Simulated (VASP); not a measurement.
Here is a VASP 6.6.1 calculation.

Contents of INCAR:

```
PREC     = Accurate       # precision mode
ENCUT    = 520            # plane-wave cutoff, eV
EDIFF    = 1E-6           # SCF threshold, eV
ISMEAR   = 0              # smearing method
SIGMA    = 0.15           # smearing width, eV
LREAL    = False          # projectors in reciprocal space
LASPH    = True           # aspherical terms in the spheres
NELM     = 60             # most SCF steps
ALGO     = Fast           # electronic algorithm
ISIF     = 2              # what is computed and relaxed
LWAVE    = False          # write WAVECAR
LCHARG   = False          # write CHGCAR
GGA      = PE             # functional
NBANDS   = 13             # bands
```

KPOINTS

```
Automatic mesh
0
Gamma
  20 20 20
```

File POSCAR:

```
Mo
1.0
   -1.4143093736      1.5723327673      1.7540596701
    1.4143093736     -1.5723327673      1.7540596701
    1.4143093736      1.5723327673     -1.7540596701
Mo
1
Direct
    0.0000000000      0.0000000000      0.0000000000
```

Potentials or basis: VASP PAW PBE potentials, release 64 (Mo_sv).

Command:

```sh
$ cat potpaw_PBE.64/Mo_sv/POTCAR > POTCAR
$ mpirun -np 1 vasp_std > vasp.out
```

What does it give for the band gap on the k mesh?

Zero (band 7 reaches 16.39 eV, above the bottom of band 8 at 11.33 eV).

What does it give for the pressure?

7.1 GPa.

Stress tensor (GPa, compression positive):
```
25.22  0.00  0.00
 0.00  4.88  0.00
 0.00  0.00 -8.81
```

Caveat: the cell differs from its parent crystal (strain +e along x and -e along y -0.0500, strain +e along z and -e/2 along x and y +0.1100).
